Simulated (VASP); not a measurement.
# Zn (Im-3m) in VASP: notebook, part 3 of 3

VASP 6.6.1. Earlier steps stand in the parts before.

**6. Single point, LDA**

This run uses another cell than the first one, of 13.46 Å³/atom, 0.986 times its volume.

INCAR reads:

```
SYSTEM = Zn
PREC = Accurate
ENCUT = 500
EDIFF = 1E-6
ISMEAR = 0
SIGMA = 0.1
LREAL = .False.
LASPH = .True.
NELM = 120
ALGO = Normal
ISIF = 2
LWAVE = .False.
LCHARG = .True.
GGA = CA
LELF = .True.
LVHAR = .True.
NBANDS = 12
GGA_COMPAT = .False.
```

KPOINTS reads:

```
regular mesh
0
Gamma
  8 8 8
  0 0 0
```

POSCAR reads:

```
Zn
1.0
   -1.4986229057      1.4986229057      1.4986229057
    1.4986229057     -1.4986229057      1.4986229057
    1.4986229057      1.4986229057     -1.4986229057
Zn
1
Direct
    0.0000000000      0.0000000000      0.0000000000
```

Potentials or basis: VASP PAW LDA potentials, release 64 (Zn).

The run is started by

```console
$ cat potpaw_LDA.64/Zn/POTCAR > POTCAR
$ mpirun -np 1 vasp_std > vasp.out
```

OUTCAR:

```text
SYSTEM = Zn
   PREC = Accurate
   ENCUT = 500
   EDIFF = 1E-6
   ISMEAR = 0
   LREAL = .False.
   LASPH = .True.
   NELM = 120
   ISIF = 2
   GGA = CA

 ion  position               nearest neighbor table
   1  0.000  0.000  0.000-

  LATTYP: Found a body centered cubic cell.
 ALAT       =     2.9972458114

  Lattice vectors:

 A1 = (  -1.4986229057,   1.4986229057,   1.4986229057)
 A2 = (   1.4986229057,  -1.4986229057,   1.4986229057)
 A3 = (   1.4986229057,   1.4986229057,  -1.4986229057)

Analysis of symmetry for initial positions (statically):
=====================================================================
 Subroutine PRICEL returns:
 Original cell was already a primitive cell.

 Routine SETGRP: Setting up the symmetry group for a
 body centered cubic supercell.

 Subroutine GETGRP returns: Found 48 space group operations
 (whereof 48 operations were pure point group operations)
 out of a pool of 48 trial point group operations.

The static configuration has the point symmetry O_h .

Analysis of symmetry for dynamics (positions and initial velocities):
=====================================================================
 Subroutine PRICEL returns:
 Original cell was already a primitive cell.

 Routine SETGRP: Setting up the symmetry group for a
 body centered cubic supercell.

 Subroutine GETGRP returns: Found 48 space group operations
 (whereof 48 operations were pure point group operations)
 out of a pool of 48 trial point group operations.

The dynamic configuration has the point symmetry O_h .

 Subroutine INISYM returns: Found 48 space group operations
 (whereof 48 operations are pure point group operations),
 and found     1 'primitive' translations

----------------------------------------------------------------------------------------

                                     Primitive cell

  volume of cell :      13.4629

  direct lattice vectors                    reciprocal lattice vectors
    -1.498622906  1.498622906  1.498622906     0.000000000  0.333639635  0.333639635
     1.498622906 -1.498622906  1.498622906     0.333639635  0.000000000  0.333639635
     1.498622906  1.498622906 -1.498622906     0.333639635  0.333639635  0.000000000

  length of vectors
     2.595691014  2.595691014  2.595691014     0.471837697  0.471837697  0.471837697

  position of ions in fractional coordinates (direct lattice)
     0.000000000  0.000000000  0.000000000

  ion indices of the primitive-cell ions
   primitive index   ion index
                 1           1

----------------------------------------------------------------------------------------

 KPOINTS: regular mesh

Automatic generation of k-mesh.
 Grid dimensions read from file:
 generate k-points for:    8    8    8

 Generating k-lattice:

  Cartesian coordinates                     Fractional coordinates (reciprocal lattice)
     0.000000000  0.041704954  0.041704954     0.125000000  0.000000000  0.000000000
     0.041704954  0.000000000  0.041704954     0.000000000  0.125000000  0.000000000
     0.041704954  0.041704954  0.000000000     0.000000000  0.000000000  0.125000000

  Length of vectors
     0.058979712  0.058979712  0.058979712

  Shift w.r.t. Gamma in fractional coordinates (k-lattice)
     0.000000000  0.000000000  0.000000000

 Subroutine IBZKPT returns following result:
 ===========================================

 Found     29 irreducible k-points:

 Following reciprocal coordinates:
            Coordinates               Weight
  0.000000  0.000000  0.000000      1.000000
  0.125000  0.000000  0.000000     12.000000
  0.250000  0.000000  0.000000     12.000000
  0.375000  0.000000  0.000000     12.000000
  0.500000  0.000000  0.000000      6.000000
  0.125000  0.125000  0.000000     24.000000
[... 16 lines left out ...]
 -0.250000  0.250000  0.250000      6.000000
 -0.375000  0.375000  0.250000     24.000000
 [... further k-points ...]
   k-points           NKPTS =     29   k-points in BZ     NKDIM =     29   number of bands    NBANDS=     12
   number of dos      NEDOS =    301   number of ions     NIONS =      1
   total plane-waves  NPLWV =   8000
   dimension x,y,z NGX =    20 NGY =   20 NGZ =   20
   dimension x,y,z NGXF=    40 NGYF=   40 NGZF=   40
   ions per type =               1
   NGX,Y,Z   is equivalent  to a cutoff of  12.81, 12.81, 12.81 a.u.
   NGXF,Y,Z  is equivalent  to a cutoff of  25.62, 25.62, 25.62 a.u.
 SYSTEM =  Zn
   PREC   = accura    normal or accurate (medium, high low for compatibility)
   ISTART =      0    job   : 0-new  1-cont  2-samecut
   ICHARG =      2    charge: 1-file 2-atom 10-const
   ISPIN  =      1    spin polarized calculation?
   LNONCOLLINEAR =      F non collinear calculations
   LSORBIT =      F    spin-orbit coupling
   LASPH  =      T    aspherical Exc in radial PAW
   ENCUT  =  500.0 eV  36.75 Ry    6.06 a.u.   4.73  4.73  4.73*2*pi/ulx,y,z
   NELM   =    120;   NELMIN=  2; NELMDL= -5     # of ELM steps
   EDIFF  = 0.1E-05   stopping-criterion for ELM
   LREAL  =      F    real-space projection
   EDIFFG = 0.1E-04   stopping-criterion for IOM
   NSW    =      0    number of steps for IOM
   IBRION =     -1    ionic relax: 0-MD 1-quasi-New 2-CG
   NFREE  =      0    steps in history (QN), initial steepest desc. (CG)
   ISIF   =      2    stress and relaxation
   ISYM   =      2    0-nonsym 1-usesym 2-fastsym
   POTIM  = 0.5000    time-step for ionic-motion
   TEBEG  =    0.0;   TEEND  =   0.0 temperature during run
   PSTRESS=    0.0 pullay stress
   NELECT =      12.0000    total number of electrons
   NUPDOWN=      -1.0000    fix difference up-down
   EMIN   =  10.00;   EMAX   =-10.00  energy-range for DOS
   EFERMI =   0.00;   METHOD = LEGACY
   ISMEAR =     0;   SIGMA  =   0.10  broadening in eV -4-tet -1-fermi 0-gaus
   EFERMI_NEDOS =   21; number of points for ismear=-14 and -15
   IALGO  =     38    algorithm
   IMIX   =      4    mixing-type and parameters
     AMIX     =   0.40;   BMIX     =  1.00
     AMIX_MAG =   1.60;   BMIX_MAG =  1.00
  volume/ion in A,a.u.               =      13.46        90.85
  Fermi-wavevector in a.u.,A,eV,Ry     =   1.575516  2.977294 33.773081  2.482251
  Thomas-Fermi vector in A             =   2.676488
   LORBIT       =      0    0 simple, 1 ext, 2 COOP (PROOUT), +10 PAW based schemes
   GGA     = CA    functional components
   LHFCALC =     F    Hartree Fock is set to
   AEXX    =    0.0000 exact exchange contribution
   IVDW    =     0    specifies the selected vdW correction
   LEPSILON=     F    determine dielectric tensor
   LRPA    =     F    only Hartree local field effects (RPA)
 non-spin polarized calculation
 Gauss-broadening in eV      SIGMA  =   0.10
  energy-cutoff  :      500.00
  volume of cell :       13.46
 maximum number of plane-waves:       370
   NGX =  9   NGY =  9   NGZ =  9

 number of electron      11.9999999 magnetization

 Free energy of the ion-electron system (eV)
  ---------------------------------------------------
  ext. energy  EPLUGINS =         0.00000000
  ---------------------------------------------------
  free energy    TOTEN  =        -1.77461065 eV

  energy without entropy =       -1.77330390  energy(sigma->0) =       -1.77395727

 E-fermi :   3.7882     XC(G=0): -12.5675

 val. band max:        3.5724217471   @ k =   0.5000   0.5000   0.2500
 cond. band min:       3.8028524126   @ k =   0.3750   0.1250   0.1250
 fundamental gap:      0.2304306655
 Fermi energy:         3.7881793526

 k-point     1 :       0.0000    0.0000    0.0000
  band No.  band energies     occupation
      1      -7.5869      2.00000
      2      -4.3640      2.00000
      3      -4.3640      2.00000
      4      -4.3640      2.00000
      5      -3.7218      2.00000
      6      -3.7218      2.00000
      7      25.0388      0.00000
      8      25.0388      0.00000
      9      25.0388      0.00000
     10      25.9865      0.00000
     11      25.9865      0.00000
     12      25.9865      0.00000
[... 331 lines left out ...]
 k-point    24 :      -0.3750    0.3750    0.2500
  band No.  band energies     occupation
      1      -4.7200      2.00000
      2      -4.5602      2.00000
      3      -4.1132      2.00000
      4      -3.9194      2.00000
      5      -3.5353      2.00000
      6       0.2351      2.00000
      7       8.8050      0.00000
      8      11.7093      0.00000
      9      14.8220      0.00000
     10      17.7283      0.00000
     11      25.8465      0.00000
     12      29.4186      0.00000

 [... further k-points ...]

------------------------ aborting loop because EDIFF is reached ----------------------------------------

  FORCE on cell =-STRESS in cart. coord.  units (eV):
  Direction    XX          YY          ZZ          XY          YZ          ZX
  --------------------------------------------------------------------------------------
  -------------------------------------------------------------------------------------
  Total        0.0638730      0.0638730      0.0638730      0.0000000      0.0000000     -0.0000000
  in kB        7.6013497      7.6013497      7.6013497      0.0000000      0.0000000     -0.0000000
  external PRESSURE =       7.6013497 kB  Pullay stress =       0.0000000 kB

 VOLUME and BASIS-vectors are now :
 -----------------------------------------------------------------------------
  energy-cutoff  :      500.00
  volume of cell :       13.46
      direct lattice vectors                 reciprocal lattice vectors
    -1.498622906  1.498622906  1.498622906     0.000000000  0.333639635  0.333639635
     1.498622906 -1.498622906  1.498622906     0.333639635  0.000000000  0.333639635
     1.498622906  1.498622906 -1.498622906     0.333639635  0.333639635  0.000000000

 POSITION                                       TOTAL-FORCE (eV/Angst)
 -----------------------------------------------------------------------------------
      0.00000      0.00000      0.00000         0.000000     -0.000000      0.000000
 -----------------------------------------------------------------------------------
    total drift:                                0.000000     -0.000000      0.000000

  FREE ENERGIE OF THE ION-ELECTRON SYSTEM (eV)
  ---------------------------------------------------
  free  energy   TOTEN  =        -1.7746106454 eV

  energy  without entropy=       -1.7733038991  energy(sigma->0) =       -1.77395727
```

OSZICAR:

```text
N       E                     dE             d eps       ncg     rms          rms(c)
DAV:   1     0.388830829946E+02    0.38883E+02   -0.66900E+03   716   0.163E+03
DAV:   2    -0.856493648863E+00   -0.39740E+02   -0.38367E+02   740   0.212E+02
DAV:   3    -0.193342531873E+01   -0.10769E+01   -0.10758E+01   772   0.349E+01
DAV:   4    -0.193502049195E+01   -0.15952E-02   -0.15951E-02   836   0.131E+00
DAV:   5    -0.193502155298E+01   -0.10610E-05   -0.10610E-05   748   0.332E-02    0.377E+00
DAV:   6    -0.179158453359E+01    0.14344E+00   -0.72055E-01   784   0.175E+01    0.268E+00
DAV:   7    -0.177982421731E+01    0.11760E-01   -0.14949E-02   776   0.246E+00    0.135E+00
DAV:   8    -0.177462539708E+01    0.51988E-02   -0.17871E-03   924   0.579E-01    0.287E-02
DAV:   9    -0.177461064744E+01    0.14750E-04   -0.10420E-04  1012   0.161E-01    0.238E-02
DAV:  10    -0.177461064537E+01    0.20755E-08   -0.77539E-06   768   0.493E-02
   1 F= -.17746106E+01 E0= -.17739573E+01  d E =-.130675E-02
```

stdout:

```text
POSCAR found type information on POSCAR Zn
 POSCAR found :  1 types and       1 ions
 scaLAPACK will be used
 LDA part: xc-table for (Slater(with rela. corr.)+CA(PZ))
 , standard interpolation
 POSCAR, INCAR and KPOINTS ok, starting setup
 FFT: planning ... GRIDC
 FFT: planning ... GRID_SOFT
 FFT: planning ... GRID
 WAVECAR not read
 entering main loop
```

It took 2.4 s on 1 thread of Intel Xeon 6975P-C (Granite Rapids), shared host; peak memory 0.11 GiB.

Results:

```
Free energy            : -1.7746 eV
Pressure               : 0.8 GPa
Band gap on the k mesh : zero (band 6 reaches 8.29 eV, above the bottom of band 7 at 3.14 eV)
```

Levels at points of the mesh, in eV from the Fermi level:
```csv
k point,band 2,band 3,band 4,band 5,band 6,band 7,band 8,band 9,band 10,band 11
"(0.00, 0.00, 0.00)",-8.15,-8.15,-8.15,-7.51,-7.51,21.25,21.25,21.25,22.20,22.20
"(0.50, 0.00, 0.00)",-8.54,-7.54,-7.47,-7.09,-3.08,-0.65,12.45,13.75,16.67,18.63
"(0.50, 0.50, 0.50)",-8.88,-7.19,-7.19,-7.19,4.50,4.50,4.50,9.12,9.35,9.35
```

Caveat: the k points lie up to 0.37 Å⁻¹ apart.

**7. Relaxation of cell and atoms, LDA**

This run uses another cell than the first one, of 15.45 Å³/atom, 1.132 times its volume.

INCAR reads:

```
ALGO     = Normal         # electronic algorithm
EDIFF    = 1E-7           # SCF threshold, eV
EDIFFG   = -0.05          # ionic threshold
ENCUT    = 500            # plane-wave cutoff, eV
GGA      = CA             # functional
GGA_COMPAT= F            
IBRION   = 2              # ionic algorithm
ISIF     = 3              # what is computed and relaxed
ISMEAR   = 0              # smearing method
LASPH    = T              # aspherical terms in the spheres
LCHARG   = F              # write CHGCAR
LREAL    = F              # projectors in reciprocal space
LWAVE    = F              # write WAVECAR
NELM     = 120            # most SCF steps
NELMIN   = 4            
NSW      = 100            # ionic steps
PREC     = Accurate       # precision mode
SIGMA    = 0.1            # smearing width, eV
```

KPOINTS reads:

```
k-points
0
Gamma
  8 8 8
```

POSCAR reads:

```
Zn
1.0
   -1.5690370000      1.5690370000      1.5690370000
    1.5690370000     -1.5690370000      1.5690370000
    1.5690370000      1.5690370000     -1.5690370000
Zn
1
Direct
    0.0000000000      0.0000000000      0.0000000000
```

The run is started by

```console
$ cat potpaw_LDA.64/Zn/POTCAR > POTCAR
$ mpirun -np 1 vasp_std > vasp.out
```

Run time: 4.2 s. Hardware: 1 thread of Intel Xeon 6975P-C (Granite Rapids), shared host; peak memory 0.12 GiB.

It converged, with:

```yaml
Free_energy: -1.7749 eV
Relaxed_volume: 13.51 Å³/atom
Relaxed_cell: a = 2.598 Å, b = 2.598 Å, c = 2.598 Å, α = 109.47°, β = 109.47°, γ = 109.47°
Space_group_after_relaxing_to_0.05_Å: Im-3m (No. 229)
Energy_gained_by_relaxing: 60.1 meV/atom
Ionic_steps: 3
Pressure_after_relaxing: 0.3 GPa
Band_gap_on_the_k_mesh: zero (band 6 reaches 8.26 eV, above the bottom of band 7 at 3.10 eV)
```

Step by step:
| step | energy change (eV) | largest force (eV/Å) | pressure (GPa) | volume (Å³) |
| --- | --- | --- | --- | --- |
| 1 | 0.0000 | 0.0000 | -8.87 | 15.45 |
| 2 | -0.0600 | 0.0000 | -0.72 | 13.62 |
| 3 | -0.0601 | 0.0000 | 0.32 | 13.51 |

Final structure:
```
CELL_PARAMETERS angstrom
-1.50019 1.50019 1.50019
1.50019 -1.50019 1.50019
1.50019 1.50019 -1.50019
ATOMIC_POSITIONS crystal
Zn 0.00000 0.00000 0.00000
```

Levels at points of the mesh, in eV from the Fermi level:
```csv
k point,band 4,band 5,band 6,band 7,band 8,band 9
"(0.00, 0.00, 0.00)",-8.13,-7.50,-7.50,21.20,21.20,21.20
"(0.50, 0.00, 0.00)",-7.45,-7.07,-3.06,-0.65,12.43,13.73
"(0.50, 0.50, 0.50)",-7.18,-7.18,4.50,4.50,4.50,9.09
```

**8. Overview**

| task | cell | k mesh | cutoff (eV) | smearing | gap on the mesh (eV) | pressure (GPa) | relaxed volume (Å³/atom) |
| --- | --- | --- | --- | --- | --- | --- | --- |
| single point | a = 2.608 Å, angles 109.5°, 1 atom | 20 × 20 × 20 | 520 | gaussian 0.1 eV | none | 0.6 | - |
| single point | a = 2.608 Å, angles 109.5°, 1 atom | 20 × 20 × 20 | 520 | gaussian 0.15 eV | none | 0.8 | - |
| single point | a = 2.608 Å, angles 109.5°, 1 atom | 22 × 22 × 22 | 520 | gaussian 0.15 eV | none | 0.9 | - |
| relaxation of cell and atoms | relaxed from a = 2.596 Å, angles 109.5°, 1 atom | 20 × 20 × 20 | 600 | gaussian 0.1 eV | none | 0.0 | 13.74 |
| single point | a = 2.596 Å, angles 109.5°, 1 atom | 8 × 8 × 8 | 500 | gaussian 0.1 eV | none | 0.8 | - |
| relaxation of cell and atoms | relaxed from a = 2.718 Å, angles 109.5°, 1 atom | 8 × 8 × 8 | 500 | gaussian 0.1 eV | none | 0.3 | 13.51 |

Alike in all rows: level LDA; potentials or basis VASP PAW LDA potentials, release 64 (Zn); no spin polarisation.

Caveats: some runs use coarse meshes.

Total energies depend on the potentials used, so only differences within one code and one set of settings carry meaning.
